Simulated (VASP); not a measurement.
# BAs (zincblende type) (F-43m) in VASP: notebook

BAs (zincblende type) is run at these levels: r2SCAN; tasks: single point.

Everything below comes from runs of VASP 6.6.1. Logs are shortened: lines on timing, memory, paths and dates and some standing lists are left out, and cuts for length are marked.

### Step 1. The cell of the first run

Symmetry: F-43m, No. 216, cubic system. Conventional cell: a = 4.288 Å, b = 4.288 Å, c = 4.288 Å, α = 90.00°, β = 90.00°, γ = 90.00°. B (site symmetry -43m) has 4 As at 1.86 Å within 2.5 Å. Within 2.5 Å of As (site symmetry -43m) lie 4 B at 1.86 Å.

### Step 2. Single point, r2SCAN (volume scaled by 0.72)

Contents of POSCAR:

```
BAs
1.0
    0.0000000000      2.1437760076      2.1437760076
    2.1437760076      0.0000000000      2.1437760076
    2.1437760076      2.1437760076      0.0000000000
B As
1 1
Direct
    0.0000000000      0.0000000000      0.0000000000
    0.2500000000      0.2500000000      0.2500000000
```

Contents of INCAR.step1:

```
PREC     = Accurate       # precision mode
ENCUT    = 520            # plane-wave cutoff, eV
ISMEAR   = -1             # smearing method
SIGMA    = 0.05           # smearing width, eV
LREAL    = F              # projectors in reciprocal space
LASPH    = T              # aspherical terms in the spheres
NELM     = 100            # most SCF steps
NBANDS   = 11             # bands
GGA      = PE             # functional
ALGO     = Normal         # electronic algorithm
EDIFF    = 1E-4           # SCF threshold, eV
LWAVE    = T              # write WAVECAR
LCHARG   = F              # write CHGCAR
```

Contents of INCAR.step2:

```
PREC     = Accurate       # precision mode
ENCUT    = 520            # plane-wave cutoff, eV
EDIFF    = 1E-6           # SCF threshold, eV
ISMEAR   = -1             # smearing method
SIGMA    = 0.05           # smearing width, eV
LREAL    = F              # projectors in reciprocal space
LASPH    = T              # aspherical terms in the spheres
NELM     = 100            # most SCF steps
ALGO     = Normal         # electronic algorithm
ISIF     = 2              # what is computed and relaxed
LWAVE    = F              # write WAVECAR
LCHARG   = F              # write CHGCAR
METAGGA  = R2SCAN         # meta-GGA
LMIXTAU  = T            
NBANDS   = 11             # bands
ISTART   = 1
```

Contents of KPOINTS:

```
regular mesh
0
Gamma
  15 15 15
```

Potentials or basis: VASP PAW PBE potentials, release 64 (B, As).

Started as:

```
$ cat potpaw_PBE.64/B/POTCAR potpaw_PBE.64/As/POTCAR > POTCAR
$ cp INCAR.step1 INCAR
$ mpirun -np 1 vasp_std > vasp.out
$ cp INCAR.step2 INCAR
$ mpirun -np 1 vasp_std > vasp.out
```

OUTCAR:

```text
PREC = Accurate
   ENCUT = 520
   EDIFF = 1E-6
   ISMEAR = -1
   LREAL = F
   LASPH = T
   NELM = 100
   ISIF = 2
   METAGGA = R2SCAN
   ISTART = 1

 ion  position               nearest neighbor table
   1  0.000  0.000  0.000-   2 1.86   2 1.86   2 1.86   2 1.86
   2  0.250  0.250  0.250-   1 1.86   1 1.86   1 1.86   1 1.86

  LATTYP: Found a face centered cubic cell.
 ALAT       =     4.2875520152

  Lattice vectors:

 A1 = (   0.0000000000,   2.1437760076,   2.1437760076)
 A2 = (   2.1437760076,   0.0000000000,   2.1437760076)
 A3 = (   2.1437760076,   2.1437760076,   0.0000000000)

Analysis of symmetry for initial positions (statically):
=====================================================================
 Subroutine PRICEL returns:
 Original cell was already a primitive cell.

 Routine SETGRP: Setting up the symmetry group for a
 face centered cubic supercell.

 Subroutine GETGRP returns: Found 24 space group operations
 (whereof 24 operations were pure point group operations)
 out of a pool of 48 trial point group operations.

The static configuration has the point symmetry T_d .

Analysis of symmetry for dynamics (positions and initial velocities):
=====================================================================
 Subroutine PRICEL returns:
 Original cell was already a primitive cell.

 Routine SETGRP: Setting up the symmetry group for a
 face centered cubic supercell.

 Subroutine GETGRP returns: Found 24 space group operations
 (whereof 24 operations were pure point group operations)
 out of a pool of 48 trial point group operations.

The dynamic configuration has the point symmetry T_d .

 Subroutine INISYM returns: Found 24 space group operations
 (whereof 24 operations are pure point group operations),
 and found     1 'primitive' translations

----------------------------------------------------------------------------------------

                                     Primitive cell

  volume of cell :      19.7046

  direct lattice vectors                    reciprocal lattice vectors
     0.000000000  2.143776008  2.143776008    -0.233233322  0.233233322  0.233233322
     2.143776008  0.000000000  2.143776008     0.233233322 -0.233233322  0.233233322
     2.143776008  2.143776008  0.000000000     0.233233322  0.233233322 -0.233233322

  length of vectors
     3.031757105  3.031757105  3.031757105     0.403971964  0.403971964  0.403971964

  position of ions in fractional coordinates (direct lattice)
     0.000000000  0.000000000  0.000000000
     0.250000000  0.250000000  0.250000000

  ion indices of the primitive-cell ions
   primitive index   ion index
                 1           1
                 2           2

----------------------------------------------------------------------------------------

 KPOINTS: regular mesh

Automatic generation of k-mesh.
 Grid dimensions read from file:
 generate k-points for:   15   15   15

 Generating k-lattice:

  Cartesian coordinates                     Fractional coordinates (reciprocal lattice)
    -0.015548888  0.015548888  0.015548888     0.066666667  0.000000000  0.000000000
     0.015548888 -0.015548888  0.015548888     0.000000000  0.066666667  0.000000000
     0.015548888  0.015548888 -0.015548888     0.000000000  0.000000000  0.066666667

  Length of vectors
     0.026931464  0.026931464  0.026931464

  Shift w.r.t. Gamma in fractional coordinates (k-lattice)
     0.000000000  0.000000000  0.000000000

 Subroutine IBZKPT returns following result:
 ===========================================

 Found    120 irreducible k-points:

 Following reciprocal coordinates:
            Coordinates               Weight
  0.000000  0.000000  0.000000      1.000000
  0.066667  0.000000  0.000000      8.000000
  0.133333  0.000000  0.000000      8.000000
  0.200000  0.000000  0.000000      8.000000
  0.266667  0.000000  0.000000      8.000000
  0.333333  0.000000  0.000000      8.000000
[... 16 lines left out ...]
  0.133333  0.133333  0.000000      6.000000
  0.200000  0.133333  0.000000     24.000000
 [... further k-points ...]
   k-points           NKPTS =    120   k-points in BZ     NKDIM =    120   number of bands    NBANDS=     11
   number of dos      NEDOS =    301   number of ions     NIONS =      2
   total plane-waves  NPLWV =  13824
   dimension x,y,z NGX =    24 NGY =   24 NGZ =   24
   dimension x,y,z NGXF=    48 NGYF=   48 NGZF=   48
   ions per type =               1   1
   NGX,Y,Z   is equivalent  to a cutoff of  13.16, 13.16, 13.16 a.u.
   NGXF,Y,Z  is equivalent  to a cutoff of  26.32, 26.32, 26.32 a.u.
 SYSTEM =  unknown system
   PREC   = accura    normal or accurate (medium, high low for compatibility)
   ISTART =      1    job   : 0-new  1-cont  2-samecut
   ICHARG =      0    charge: 1-file 2-atom 10-const
   ISPIN  =      1    spin polarized calculation?
   LNONCOLLINEAR =      F non collinear calculations
   LSORBIT =      F    spin-orbit coupling
   LASPH  =      T    aspherical Exc in radial PAW
   ENCUT  =  520.0 eV  38.22 Ry    6.18 a.u.   5.64  5.64  5.64*2*pi/ulx,y,z
   NELM   =    100;   NELMIN=  2; NELMDL=  0     # of ELM steps
   EDIFF  = 0.1E-05   stopping-criterion for ELM
   LREAL  =      F    real-space projection
[... 7 lines left out ...]
   TEBEG  =    0.0;   TEEND  =   0.0 temperature during run
   PSTRESS=    0.0 pullay stress
   NELECT =       8.0000    total number of electrons
   NUPDOWN=      -1.0000    fix difference up-down
   EMIN   =  10.00;   EMAX   =-10.00  energy-range for DOS
   EFERMI =   0.00;   METHOD = LEGACY
   ISMEAR =    -1;   SIGMA  =   0.05  broadening in eV -4-tet -1-fermi 0-gaus
   EFERMI_NEDOS =   21; number of points for ismear=-14 and -15
   IALGO  =     38    algorithm
   IMIX   =      4    mixing-type and parameters
     AMIX     =   0.40;   BMIX     =  1.00
     AMIX_MAG =   1.60;   BMIX_MAG =  1.00
  volume/ion in A,a.u.               =       9.85        66.49
  Fermi-wavevector in a.u.,A,eV,Ry     =   1.212222  2.290767 19.993512  1.469482
  Thomas-Fermi vector in A             =   2.347713
   LORBIT       =      0    0 simple, 1 ext, 2 COOP (PROOUT), +10 PAW based schemes
   METAGGA = R2SCAN    functional components
   LHFCALC =     F    Hartree Fock is set to
   AEXX    =    0.0000 exact exchange contribution
   IVDW    =     0    specifies the selected vdW correction
   LEPSILON=     F    determine dielectric tensor
   LRPA    =     F    only Hartree local field effects (RPA)
 non-spin polarized calculation
  energy-cutoff  :      520.00
  volume of cell :       19.70
 maximum number of plane-waves:       541
   NGX = 11   NGY = 11   NGZ = 11

 number of electron       8.0000001 magnetization

 Free energy of the ion-electron system (eV)
  ---------------------------------------------------
  ext. energy  EPLUGINS =         0.00000000
  ---------------------------------------------------
  free energy    TOTEN  =       -20.59084669 eV

  energy without entropy =      -20.59084648  energy(sigma->0) =      -20.59084659

 E-fermi :  10.6417     XC(G=0): -12.6737

 val. band max:       10.1717737758   @ k =   0.0000   0.0000   0.0000
 cond. band min:      11.1562875594   @ k =   0.4000   0.4000   0.0000
 fundamental gap:      0.9845137836
 Fermi energy:        10.6417130784

 k-point     1 :       0.0000    0.0000    0.0000
  band No.  band energies     occupation
      1      -9.5148      2.00000
      2      10.1718      1.99983
      3      10.1718      1.99983
      4      10.1718      1.99983
      5      14.1260      0.00000
      6      14.1260      0.00000
      7      14.1260      0.00000
      8      19.7212      0.00000
      9      22.9373      0.00000
     10      25.0567      0.00000
     11      25.0567      0.00000

 k-point     2 :       0.0667    0.0000    0.0000
  band No.  band energies     occupation
      1      -9.4141      2.00000
      2       9.2662      2.00000
      3       9.9515      2.00000
      4       9.9515      2.00000
      5      14.4101      0.00000
      6      14.4101      0.00000
      7      14.5437      0.00000
      8      19.8682      0.00000
      9      23.3820      0.00000
     10      24.1396      0.00000
     11      24.1396      0.00000

 k-point     3 :       0.1333    0.0000    0.0000
  band No.  band energies     occupation
      1      -9.1129      2.00000
      2       7.3915      2.00000
      3       9.4534      2.00000
      4       9.4534      2.00000
      5      15.0445      0.00000
      6      15.0445      0.00000
      7      15.0751      0.00000
      8      20.2397      0.00000
      9      23.1132      0.00000
     10      23.1132      0.00000
     11      24.3107      0.00000

 k-point     4 :       0.2000    0.0000    0.0000
  band No.  band energies     occupation
      1      -8.6143      2.00000
      2       5.2808      2.00000
      3       8.9017      2.00000
      4       8.9017      2.00000
      5      15.3294      0.00000
      6      15.6392      0.00000
      7      15.6392      0.00000
      8      20.6165      0.00000
      9      22.6791      0.00000
     10      22.6791      0.00000
     11      24.6570      0.00000
[... 239 lines left out ...]
 k-point    22 :      -0.0667    0.0667    0.0000
  band No.  band energies     occupation
      1      -9.2465      2.00000
      2       8.5147      2.00000
      3       8.8769      2.00000
      4      10.0154      1.99999
      5      14.3943      0.00000
      6      14.8028      0.00000
      7      15.3692      0.00000
      8      19.9920      0.00000
      9      22.8354      0.00000
     10      23.8202      0.00000
     11      24.3769      0.00000

 k-point    23 :       0.1333    0.1333    0.0000
  band No.  band energies     occupation
      1      -8.9785      2.00000
      2       8.2501      2.00000
      3       8.2501      2.00000
      4       8.6537      2.00000
      5      13.0919      0.00000
      6      16.6272      0.00000
      7      16.6272      0.00000
      8      18.8202      0.00000
      9      22.4345      0.00000
     10      25.2490      0.00000
     11      25.5905      0.00000

 k-point    24 :       0.2000    0.1333    0.0000
  band No.  band energies     occupation
      1      -8.6119      2.00000
      2       6.6826      2.00000
      3       7.6480      2.00000
      4       8.3778      2.00000
      5      13.0947      0.00000
      6      17.3278      0.00000
      7      17.4826      0.00000
      8      18.0155      0.00000
      9      22.9013      0.00000
     10      25.3330      0.00000
     11      26.2780      0.00000

 [... further k-points ...]
[... 5 lines left out ...]
  --------------------------------------------------------------------------------------
  -------------------------------------------------------------------------------------
  Total       11.1724032     11.1724032     11.1724032     -0.0000000     -0.0000000      0.0000000
  in kB      908.4247716    908.4247716    908.4247716     -0.0000000     -0.0000000      0.0000000
  external PRESSURE =     908.4247716 kB  Pullay stress =       0.0000000 kB

 VOLUME and BASIS-vectors are now :
 -----------------------------------------------------------------------------
  energy-cutoff  :      520.00
  volume of cell :       19.70
      direct lattice vectors                 reciprocal lattice vectors
     0.000000000  2.143776008  2.143776008    -0.233233322  0.233233322  0.233233322
     2.143776008  0.000000000  2.143776008     0.233233322 -0.233233322  0.233233322
     2.143776008  2.143776008  0.000000000     0.233233322  0.233233322 -0.233233322

 POSITION                                       TOTAL-FORCE (eV/Angst)
 -----------------------------------------------------------------------------------
      0.00000      0.00000      0.00000        -0.000000     -0.000000     -0.000000
      1.07189      1.07189      1.07189         0.000000      0.000000      0.000000
 -----------------------------------------------------------------------------------
    total drift:                               -0.000000     -0.000000     -0.000000

  FREE ENERGIE OF THE ION-ELECTRON SYSTEM (eV)
  ---------------------------------------------------
  free  energy   TOTEN  =       -20.5908466908 eV

  energy  without entropy=      -20.5908464822  energy(sigma->0) =      -20.59084659
```

Run time: 33 s. Hardware: 1 thread of Intel Xeon 6975P-C (Granite Rapids), shared host; peak memory 0.16 GiB.

What came out:

- Free energy: -20.5908 eV
- Pressure: 90.8 GPa
- Band gap on the k mesh: 0.98 eV, indirect (least direct gap 3.95 eV)

Levels at points of the mesh, in eV from the valence-band top:
```tsv
k point	band 1	band 2	band 3	band 4	band 5	band 6	band 7	band 8
(0.00, 0.00, 0.00)	-19.69	0.00	0.00	0.00	3.95	3.95	3.95	9.55
```

Caveat: the PAW data sets were made with another functional, which shifts forces and pressure a little.

### Step 3. Single point, r2SCAN (volume scaled by 0.8)

Contents of POSCAR:

```
BAs
1.0
    0.0000000000      2.2204034988      2.2204034988
    2.2204034988      0.0000000000      2.2204034988
    2.2204034988      2.2204034988      0.0000000000
B As
1 1
Direct
    0.0000000000      0.0000000000      0.0000000000
    0.2500000000      0.2500000000      0.2500000000
```

Contents of INCAR.step1:

```
PREC = Accurate ; ENCUT = 520
ISMEAR = -1 ; SIGMA = 0.05
LREAL = F ; LASPH = T
NELM = 60 ; NBANDS = 11
GGA = PE ; ALGO = Normal
EDIFF = 1E-4 ; LWAVE = T
LCHARG = F
```

Contents of INCAR.step2:

```
PREC = Accurate ; ENCUT = 520
EDIFF = 1E-6 ; ISMEAR = -1
SIGMA = 0.05 ; LREAL = F
LASPH = T ; NELM = 60
ALGO = Normal ; ISIF = 2
LWAVE = F ; LCHARG = F
METAGGA = R2SCAN ; LMIXTAU = T
NBANDS = 11 ; ISTART = 1
```

Contents of KPOINTS:

```
Automatic mesh
0
Gamma
  15 15 15
```

Potentials or basis: VASP PAW PBE potentials, release 64 (B, As).

Started as:

```
$ cat potpaw_PBE.64/B/POTCAR potpaw_PBE.64/As/POTCAR > POTCAR
$ cp INCAR.step1 INCAR
$ mpirun -np 1 vasp_std > vasp.out
$ cp INCAR.step2 INCAR
$ mpirun -np 1 vasp_std > vasp.out
```

It took 38 s on 1 thread of Intel Xeon 6975P-C (Granite Rapids), shared host; peak memory 0.16 GiB.

Results (log left out):

* Free energy: -21.5358 eV
* Pressure: 50.3 GPa
* Band gap on the k mesh: 1.11 eV, indirect (least direct gap 3.75 eV)

Levels at points of the mesh, in eV from the valence-band top:
| k point | band 1 | band 2 | band 3 | band 4 | band 5 | band 6 | band 7 | band 8 | band 9 |
| --- | --- | --- | --- | --- | --- | --- | --- | --- | --- |
| (0.00, 0.00, 0.00) | -18.44 | 0.00 | 0.00 | 0.00 | 3.75 | 3.75 | 3.75 | 8.18 | 11.80 |

Caveat: the PAW data sets were made with another functional, which shifts forces and pressure a little. A k mesh can miss the band edges.

[end of part 1 of 2]
